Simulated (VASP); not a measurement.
**Sb3As: relaxation of cell and atoms with PBE**

The system is Sb3As.

```
Sb As
1.0
     3.71004    0.00000    0.00000
     0.00000    3.71004    0.00000
     0.00000    0.00000    7.30347
Sb As
3 1
Direct
  0.50000 0.50000 0.22701
  0.50000 0.50000 0.77299
  0.00000 0.00000 0.50000
  0.00000 0.00000 0.00000
```

The cell was generated, and may not be a known phase.

| Item | Value |
| --- | --- |
| Program | VASP 6.6.1 |
| Task | relaxation of cell and atoms |
| Functional | PBE |
| Potentials or basis | VASP PAW PBE potentials, release 64 (Sb, As) |
| Cutoff | 600 eV |
| k mesh | 12 × 12 × 6 |
| Occupations | gaussian, width 0.1 eV |
| Spin | no spin polarisation |
| Dipole correction | no |
| Further INCAR settings | ALGO = Fast; EDIFF = 1e-06; IBRION = 2; EDIFFG = -0.01; NSW = 100; ISIF = 3 |

```json
{
 "Relaxed volume": "25.11 Å³/atom",
 "Relaxed cell": "a = 3.658 Å, b = 3.658 Å, c = 7.507 Å, α = 90.00°, β = 90.00°, γ = 90.00°",
 "Space group after relaxing (to 0.1 Å)": "P4/mmm (No. 123)",
 "Energy gained by relaxing": "2.8 meV/atom",
 "Ionic steps": "11",
 "Pressure after relaxing": "0.0 GPa",
 "Band gap on the k mesh": "zero (bands 10 and 11 overlap by 4.10 eV)"
}
```

Step by step:
| step | energy change (eV) | largest force (eV/Å) | pressure (GPa) | volume (Å³) |
| --- | --- | --- | --- | --- |
| 1 | 0.0000 | 0.0238 | -0.11 | 100.53 |
| 2 | -0.0034 | 0.0010 | 0.05 | 100.28 |
| 3 | -0.0079 | 0.0721 | 0.54 | 99.51 |
| 4 | -0.0093 | 0.0842 | 0.16 | 100.07 |
| 5 | -0.0094 | 0.0864 | 0.10 | 100.17 |
| 6 | -0.0099 | 0.0731 | 0.03 | 100.28 |
| 7 | -0.0106 | 0.0327 | -0.15 | 100.60 |
| 8 | -0.0109 | 0.0122 | 0.03 | 100.33 |
| 9 | -0.0109 | 0.0111 | 0.04 | 100.31 |
| 10 | -0.0110 | 0.0081 | 0.03 | 100.35 |
| 11 | -0.0112 | 0.0002 | -0.01 | 100.44 |

Final structure:
```
Sb As
1.0
     3.65775    0.00000    0.00000
     0.00000    3.65775    0.00000
     0.00000    0.00000    7.50715
Sb As
3 1
Direct
  0.50000 0.50000 0.22470
  0.50000 0.50000 0.77530
  0.00000 0.00000 0.50000
  0.00000 0.00000 0.00000
```

Levels at points of the mesh, in eV from the Fermi level:
| k point | band 6 | band 7 | band 8 | band 9 | band 10 | band 11 | band 12 | band 13 | band 14 |
| --- | --- | --- | --- | --- | --- | --- | --- | --- | --- |
| (0.00, 0.00, 0.00) | -2.03 | -2.03 | -0.41 | 0.27 | 0.75 | 0.75 | 1.12 | 1.12 | 3.28 |
| (0.50, 0.00, 0.00) | -5.68 | -0.48 | -0.05 | 0.23 | 0.30 | 0.92 | 1.10 | 1.96 | 2.31 |
| (0.50, 0.50, 0.00) | -5.72 | -2.86 | -2.86 | -2.75 | -2.75 | -2.74 | -2.70 | 1.25 | 2.14 |
| (0.00, 0.00, 0.50) | -1.74 | -1.74 | -1.20 | -0.62 | -0.62 | 2.95 | 3.34 | 3.74 | 3.74 |
| (0.50, 0.00, 0.50) | -3.61 | -3.60 | -3.37 | 0.28 | 1.32 | 1.81 | 1.94 | 2.28 | 2.37 |
| (0.50, 0.50, 0.50) | -5.28 | -4.61 | -4.61 | -1.39 | -1.34 | -0.85 | -0.14 | 0.20 | 0.20 |

It took 7.2 min on 1 thread of Oxide Virtual Turin-like Processor, with other jobs on the host, peak memory 0.35 GiB.

Caveat: spin-orbit coupling is left out, which moves the levels of the heavy elements.
